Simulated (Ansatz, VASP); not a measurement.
Two plane-wave programs on LiCl

```
CELL_PARAMETERS angstrom
0.03821 2.64091 2.61223
2.75963 -0.05250 2.70295
2.64396 2.61595 0.06317
ATOMIC_POSITIONS crystal
Li 0.01981 0.94334 0.06951
Cl 0.48019 0.55666 0.43049
```

Change from the starting cell: all atoms moved at random, cell strained at random.

Alike in both runs: task single point; functional PBEsol; k mesh 8 × 8 × 8; occupations gaussian, width 0.02 eV; no spin polarisation.

|  | VASP | Ansatz |
| --- | --- | --- |
| version | VASP 6.6.1 | Ansatz 0.2.0 |
| potentials or method | VASP PAW PBE potentials, release 64 (Li_sv, Cl), cutoff 520 eV | scalar-relativistic, plane waves, PAW |
| valence electrons in the cell | 10 | 10 |

```csv
,VASP,Ansatz,Ansatz less VASP
gap on the k mesh at the Fermi level (eV),5.35,5.34,-0.007
least direct gap on the mesh (eV),5.35,5.34,-0.007
rms of the force components (eV/Å),0.355,0.345,-0.0102
```

VASP's potentials were made for PBE, not for PBEsol. Atom by atom the forces differ by 0.010 eV/Å (rms over components).

Noted on VASP's run: the cutoff is short for stress, so the pressure is rough.
